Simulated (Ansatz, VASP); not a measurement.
MgS in VASP and in Ansatz

```
Mg S
1.0
     0.00000    2.83088    2.83088
     2.83088    0.00000    2.83088
     2.83088    2.83088    0.00000
Mg S
1 1
Direct
  0.00000 0.00000 0.00000
  0.25000 0.25000 0.25000
```

Alike in both runs: task single point; functional PBE; k mesh 6 × 6 × 6; no spin polarisation.

```csv
,VASP,Ansatz
version,VASP 6.6.1,Ansatz 0.2.0
potentials or method,"VASP PAW PBE potentials, release 64 (Mg, S)","plane waves, PAW"
plane-wave cutoff (eV),600,420
occupations,"gaussian, width 0.01 eV",fixed
valence electrons in the cell,8,16
```

|  | VASP | Ansatz | Ansatz less VASP |
| --- | --- | --- | --- |
| gap on the k mesh at the Fermi level (eV) | 3.46 | 3.47 | +0.008 |

VASP's potentials hold 8 valence electrons a cell and Ansatz's 16, so a difference there can come from the potentials and not from the codes.
